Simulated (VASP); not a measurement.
Write the native input for VASP 6.6.1 that does the following.

| Item | Value |
| --- | --- |
| Task | single point |
| Functional | PBE |
| Potentials or basis | VASP PAW PBE potentials, release 64 (Ba_sv, Zr_sv, O) |
| Cutoff | 520 eV |
| k mesh | 6 × 6 × 6 |
| Occupations | gaussian, width 0.05 eV |
| Spin | non-collinear spin, zero start, spin-orbit coupling |
| Starting moments | [[0.0, 0.0, 0.0], [0.0, 0.0, 0.0], [0.0, 0.0, 0.0], [0.0, 0.0, 0.0], [0.0, 0.0, 0.0]] μB |
| Dipole correction | no |
| Further INCAR settings | ALGO = Normal; EDIFF = 1e-07; NBANDS = 55 |

The structure of BaZrO3 lies in POSCAR:

```
BaZrO3
1.0
    4.3235930343      0.0000000000      0.0000000000
    0.0000000000      4.3235930343      0.0000000000
    0.0000000000      0.0000000000      4.3235930343
Ba Zr O
1 1 3
Direct
    0.0000000000      0.0000000000      0.0000000000
    0.5000000000      0.5000000000      0.5000000000
    0.0000000000      0.5000000000      0.5000000000
    0.5000000000      0.5000000000      0.0000000000
    0.5000000000      0.0000000000      0.5000000000
```

This cell differs from its parent crystal: volume scaled by 1.070.

One way to write it, as run:

INCAR

```
SYSTEM = BaZrO3
ALGO = Normal
EDIFF = 1E-7
ENCUT = 520
GGA = PE
GGA_COMPAT = .FALSE.
ISIF = 2
ISMEAR = 0
LASPH = .TRUE.
LCHARG = .FALSE.
LMAXMIX = 4
LORBIT = 11
LORBMOM = .TRUE.
LREAL = .FALSE.
LSORBIT = .TRUE.
LWAVE = .FALSE.
MAGMOM = 0 0 0 0 0 0 0 0 0 0 0 0 0 0 0
NBANDS = 55
NELM = 150
PREC = Accurate
SIGMA = 0.05
```

KPOINTS

```
k-points
0
G
  6 6 6
  0 0 0
```

Potentials or basis: VASP PAW PBE potentials, release 64 (Ba_sv, Zr_sv, O).

The run is started by

```sh
$ cat potpaw_PBE.64/Ba_sv/POTCAR potpaw_PBE.64/Zr_sv/POTCAR potpaw_PBE.64/O/POTCAR > POTCAR
$ mpirun -np 1 vasp_ncl > vasp.out
```

Results of the run:

```json
{
 "Pressure": "-8.0 GPa",
 "Net moment": "0.00 μB per cell",
 "Valence electrons inside the program's atomic spheres": "Ba 7.85; Zr 9.55; O 5.00"
}
```

Run time: 3.2 min on 1 thread of Intel Xeon 6975P-C (shared host), peak memory 0.39 GiB.
